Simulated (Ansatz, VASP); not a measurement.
# BaTiO3 in VASP and in Ansatz

The input INCAR:

```
PREC = Accurate ; ENCUT = 520
EDIFF = 1E-7 ; ISMEAR = 0
SIGMA = 0.05 ; LREAL = F
LASPH = T ; NELM = 150
ALGO = Normal ; ISIF = 2
LWAVE = F ; LCHARG = F
LMAXMIX = 4 ; LDAU = T
LDAUTYPE = 2 ; LDAUL = -1 2 -1
LDAUU = 0 4 0 ; LDAUJ = 0 0 0
LDAUPRINT = 1 ; GGA = PE
NBANDS = 28
```

KPOINTS

```
regular mesh
0
Gamma
  6 6 6
```

The input POSCAR:

```
BaTiO3
1.0
    4.0082194129      0.0000000000      0.0000000000
    0.0000000000      2.8732814832      2.8137704795
    0.0000000000     -2.8732814832      2.8137704795
Ba Ti O
1 1 3
Direct
    0.0000000000      0.0080771898      0.0080771898
    0.5000000000      0.5197092923      0.5197092923
    0.0000000000      0.4916268263      0.4916268263
    0.5000000000      0.4938075436      0.9829991481
    0.5000000000      0.9829991481      0.4938075436
```

Input for Ansatz:

```yaml
crystal:
  lattice:
    - [4.0082194129, 0.0, 0.0]
    - [0.0, 2.8732814832, 2.8137704795]
    - [0.0, -2.8732814832, 2.8137704795]
  atoms:
    - { symbol: Ba, position: [0.0, 0.0080771898, 0.0080771898] }
    - { symbol: Ti, position: [0.5, 0.5197092923, 0.5197092923] }
    - { symbol: O, position: [0.0, 0.4916268263, 0.4916268263] }
    - { symbol: O, position: [0.5, 0.4938075436, 0.9829991481] }
    - { symbol: O, position: [0.5, 0.9829991481, 0.4938075436] }
basis:
  ecutwfc: 420
kpoints:
  mp_grid: { grid: [6, 6, 6] }
hamiltonian:
  xc: pbe
  hubbard: { sites: [{ species: Ti, l: d, u_eff: 4.0 }] }
scf:
  occupations: { method: gaussian, width: 0.05 }
output:
  forces: true
  stress: true
  eigenvalues: true
```

Change from the starting cell: strain +0.000 along x and y, -0.025 along z, atoms carried along.

Alike in both runs: task single point; functional PBE; k mesh 6 × 6 × 6; occupations gaussian, width 0.05 eV; no spin polarisation; Hubbard terms Ti d U = 4.0 eV.

|  | VASP | Ansatz |
| --- | --- | --- |
| version | VASP 6.6.1 | Ansatz 0.2.0 |
| potentials or method | VASP PAW PBE potentials, release 64 (Ba_sv, Ti_sv, O), cutoff 520 eV | scalar-relativistic, plane waves, PAW |
| valence electrons in the cell | 40 | 40 |

Ansatz gave:

```
gap on the k mesh at the Fermi level (eV)                     : 2.60
least direct gap on the mesh (eV)                             : 2.99
pressure (GPa)                                                : 4.1
traceless stress, the component that is largest in VASP (GPa) : 3.52
rms of the force components (eV/Å)                            : 0.130
```

Problem. Estimate VASP's values.

Solution. gap on the k mesh at the Fermi level (eV): 2.58; least direct gap on the mesh (eV): 2.99; pressure (GPa): 7.9; traceless stress, the component that is largest in VASP (GPa): 3.57; rms of the force components (eV/Å): 0.363.

The programs project onto different local orbitals, so the same U acts differently, and such runs can settle in different states. Atom by atom the forces differ by 0.234 eV/Å (rms over components).

Spin-orbit coupling is off throughout.
